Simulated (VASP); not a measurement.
Wanted: the native input for a VASP 6.6.1 run.

```
Task                   : single point
Functional             : PBE
Potentials or basis    : VASP PAW PBE potentials, release 64 (Ga_d, Si, S)
Cutoff                 : 500 eV
k mesh                 : 4 × 4 × 3
Occupations            : gaussian, width 0.2 eV
Spin                   : no spin polarisation
Dipole correction      : no
Further INCAR settings : ALGO = Normal; EDIFF = 1e-06; NBANDS = 24
```

The structure of GaSi2S2 lies in POSCAR:

```
GaSi2S2
1.0
    3.7093835720      0.0000000000      0.0000000000
    0.0000000000      3.7093835720      0.0000000000
    0.0000000000      0.0000000000      7.1153197701
Ga Si S
1 2 2
Direct
    0.0000000000      0.0000000000      0.0000000000
    0.5000000000      0.0000000000      0.5000000000
    0.0000000000      0.5000000000      0.5000000000
    0.5000000000      0.5000000000      0.7552649218
    0.5000000000      0.5000000000      0.2447350782
```

These files were run (other wordings do the same):

INCAR

```
SYSTEM = GaSi2S2
PREC = Accurate
ENCUT = 500
EDIFF = 1E-6
ISMEAR = 0
SIGMA = 0.2
LREAL = .FALSE.
LASPH = .TRUE.
NELM = 120
ALGO = Normal
ISIF = 2
LWAVE = .FALSE.
LCHARG = .TRUE.
GGA = PE
LELF = .TRUE.
LVHAR = .TRUE.
NBANDS = 24
GGA_COMPAT = .FALSE.
```

KPOINTS

```
regular mesh
0
G
  4 4 3
  0 0 0
```

Potentials or basis: VASP PAW PBE potentials, release 64 (Ga_d, Si, S).

Launch:

```console
$ cat potpaw_PBE.64/Ga_d/POTCAR potpaw_PBE.64/Si/POTCAR potpaw_PBE.64/S/POTCAR > POTCAR
$ mpirun -np 1 vasp_std > vasp.out
```

Results of the run:

The pressure is 0.1 GPa and the largest force is 0.052 eV/Å.

Caveat: the k points lie up to 0.42 Å⁻¹ apart.

Wall time 12 s on 1 thread of AMD EPYC 9R45 (Zen 5) (shared host), peak memory 0.17 GiB.
